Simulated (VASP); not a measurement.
Here is a VASP 6.6.1 calculation.

INCAR

```
ALGO = Normal
EDIFF = 1E-6
ENCUT = 600
GGA = PE
GGA_COMPAT = False
ISIF = 2
ISMEAR = 0
LASPH = True
LCHARG = False
LREAL = False
LWAVE = False
NBANDS = 16
NELM = 120
PREC = Accurate
SIGMA = 0.1
```

Contents of KPOINTS:

```
k-points
0
Gamma
  14 14 8
```

File POSCAR:

```
Si3C
1.0
    0.0000701388     -2.3859204536     -2.3854637068
   -2.3859204536      0.0000701388     -2.3854637068
    2.6423048770      2.6423048770     -5.0273417751
C Si
1 3
Direct
    0.5007737598      0.5007737598      0.4976668898
    0.0046876163      0.0046876163     -0.0140502459
    0.6081130030      0.6081130030      0.1756579051
    0.1364256208      0.1364256208      0.5907254509
```

Potentials or basis: VASP PAW PBE potentials, release 64 (C, Si).

The run is started by

```console
$ cat potpaw_PBE.64/C/POTCAR potpaw_PBE.64/Si/POTCAR > POTCAR
$ mpirun -np 1 vasp_std > vasp.out
```

(1) Predict the largest force.

(2) Estimate the band gap on the k mesh.

## Answers

(1) 0.021 eV/Å.

(2) zero (bands 8 and 9 overlap by 1.67 eV).
